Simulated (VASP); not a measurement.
Runs of VASP 6.6.1 on LiBr (rocksalt type). The structure is that of space group Fm-3m (No. 225), or close to it. The cells are those of the table. 

```tsv
task	cell	cutoff (eV)	gap on the mesh (eV)	pressure (GPa)
electric field gradients	a = 3.896 Å, angles 60.0°, 2 atoms	650	4.92	-0.1
relaxation of cell and atoms	relaxed from a = 3.475 Å, angles 60.0°, 2 atoms	750	(a)	0.0
single point	a = 3.911, b = 3.911, c = 3.867 Å, angles 60.4, 60.4, 59.3°, 2 atoms	750	4.88	0.0
electric field gradients	a = 3.911, b = 3.911, c = 3.867 Å, angles 60.4, 60.4, 59.3°, 2 atoms	650	(b)	0.0
```

Alike in all rows: level PBE; potentials or basis VASP PAW PBE potentials, release 64 (Li_sv, Br); no spin polarisation; k mesh 12 × 12 × 12; smearing fermi-dirac 0.08 eV.

**Question.** Estimate the missing entries.

**Answer.** (a) 4.93; (b) 4.89.

A k mesh can miss the band edges, and the runs leave out spin-orbit coupling on Br.
